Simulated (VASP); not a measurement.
# Mg8HO8 (a cell with a defect): single point with PBE

System: Mg8HO8 (a cell with a defect).

```
Mg O H
1.0
     0.00000    3.86500    3.86500
     3.86500    0.00000    3.86500
     3.86500    3.86500    0.00000
Mg O H
8 8 1
Direct
  0.00477 0.00092 0.99662
  0.99343 0.99038 0.49467
  0.02520 0.48950 0.98194
  0.99996 0.49212 0.50428
  0.51028 0.99758 0.00532
  0.48335 0.01204 0.50956
  0.49721 0.50714 0.01058
  0.49216 0.50864 0.48960
  0.24983 0.27397 0.24649
  0.24928 0.23072 0.75207
  0.23564 0.73750 0.25181
  0.24679 0.74136 0.77774
  0.76440 0.24895 0.24543
  0.73616 0.26682 0.75427
  0.76772 0.74643 0.23287
  0.73420 0.76114 0.75834
  0.38744 0.87699 0.36304
```

| Property | Result |
| --- | --- |
| Program | VASP 6.6.1 |
| Task | single point |
| Functional | PBE |
| Potentials or basis | VASP PAW PBE potentials, release 64 (Mg, O, H) |
| Cutoff | 520 eV |
| k mesh | 2 × 2 × 2 |
| Occupations | fermi-dirac, width 0.05 eV |
| Spin | collinear spin |
| Starting moments | [0.0, 0.0, 0.0, 0.0, 0.0, 0.0, 0.0, 0.0, 0.0, 0.0, 0.0, 0.0, 0.0, 0.0, 0.0, 0.0, 1.0] μB |
| Dipole correction | no |
| Further INCAR settings | LREAL = Auto; ALGO = Normal; EDIFF = 1e-06; NBANDS = 50 |

| Quantity | Value |
| --- | --- |
| Pressure | 91.9 GPa |
| Largest force | 3.153 eV/Å |
| Net moment | 0.75 μB per cell |
| Site moments | Mg +0.00, +0.01 (each value once); O +0.08, -0.00, +0.07, +0.10 (each value once); H +0.23 μB |
| Valence electrons inside the program's atomic spheres | Mg 0.69, 0.61, 0.65, 0.67, 0.66, 0.70 (each value once); O 5.28, 5.32, 5.31, 5.29, 5.26, 5.25 (each value once); H 0.67 |

Forces in eV/Å, atoms in the order of the input:
```
Mg   0.620 -0.912 -1.389
Mg   1.743  1.130  1.052
Mg   1.641 -0.451 -1.222
Mg   1.227 -1.268 -0.876
Mg  -0.070 -1.592  0.623
Mg  -2.709  0.823  0.529
Mg  -1.728  0.260  0.550
Mg  -0.262  2.132 -0.089
O   -1.236 -0.129 -1.495
O    2.269  0.286  2.170
O    1.061  0.492  0.877
O   -1.435 -1.932  0.582
O    0.520 -0.888 -0.673
O   -1.408  0.144 -0.263
O    0.463  1.101 -0.264
O   -1.655  0.694  0.436
H    0.961  0.110 -0.546
```

Stress tensor (GPa, compression positive):
```
94.26  0.48  0.12
 0.48 88.81 -1.35
 0.12 -1.35 92.54
```

Levels at points of the mesh, in eV from the Fermi level:
Spin up:
```csv
k point,band 29,band 30,band 31,band 32,band 33,band 34,band 35,band 36,band 37,band 38
"(0.00, 0.00, 0.00)",-4.64,-3.75,-3.70,-3.67,-1.85,4.01,5.19,5.46,5.71,5.81
"(0.50, 0.00, 0.00)",-4.51,-4.40,-4.06,-4.01,-0.41,5.80,6.04,6.70,7.26,7.45
"(0.00, 0.50, 0.00)",-4.29,-4.23,-4.20,-4.15,-0.43,5.78,6.09,6.92,7.26,7.41
"(0.00, 0.00, 0.50)",-4.39,-4.26,-4.16,-4.09,-0.52,5.68,6.21,6.98,7.17,7.44
"(0.50, 0.50, 0.50)",-4.51,-4.43,-4.07,-4.02,-0.46,5.67,6.33,6.87,7.28,7.40
"(0.50, 0.50, 0.00)",-4.69,-4.51,-4.45,-4.31,0.01,6.57,7.27,7.48,7.87,8.01
"(0.00, 0.50, 0.50)",-4.66,-4.61,-4.58,-4.35,-0.02,6.86,7.03,7.66,7.76,7.99
"(0.50, 0.00, 0.50)",-4.61,-4.53,-4.44,-4.40,-0.14,6.80,6.99,7.69,7.89,8.02
```
Spin down:
```
           k point  band 28  band 29  band 30  band 31  band 32  band 33  band 34  band 35  band 36  band 37
(0.00, 0.00, 0.00)    -4.61    -4.56    -3.67    -3.63    -3.59    -0.63     4.05     5.20     5.47     5.72
(0.50, 0.00, 0.00)    -4.80    -4.39    -4.25    -4.02    -3.98     0.74     5.83     6.08     6.73     7.28
(0.00, 0.50, 0.00)    -4.95    -4.23    -4.20    -4.11    -4.05     0.71     5.80     6.13     6.95     7.28
(0.00, 0.00, 0.50)    -4.97    -4.28    -4.22    -4.08    -4.03     0.62     5.71     6.25     7.00     7.20
(0.50, 0.50, 0.50)    -4.81    -4.50    -4.42    -3.97    -3.91     0.69     5.70     6.37     6.89     7.29
(0.50, 0.50, 0.00)    -4.73    -4.52    -4.50    -4.42    -4.24     1.16     6.62     7.31     7.50     7.90
(0.00, 0.50, 0.50)    -4.71    -4.61    -4.51    -4.48    -4.30     1.13     6.90     7.08     7.69     7.79
(0.50, 0.00, 0.50)    -4.73    -4.54    -4.48    -4.40    -4.28     1.02     6.84     7.05     7.71     7.92
```

Run time: 11 min on 1 thread of Intel Xeon 8259CL, on a shared host, peak memory 0.34 GiB.

Caveat: the k points lie up to 0.70 Å⁻¹ apart; the atoms stand as in a frame of molecular dynamics.
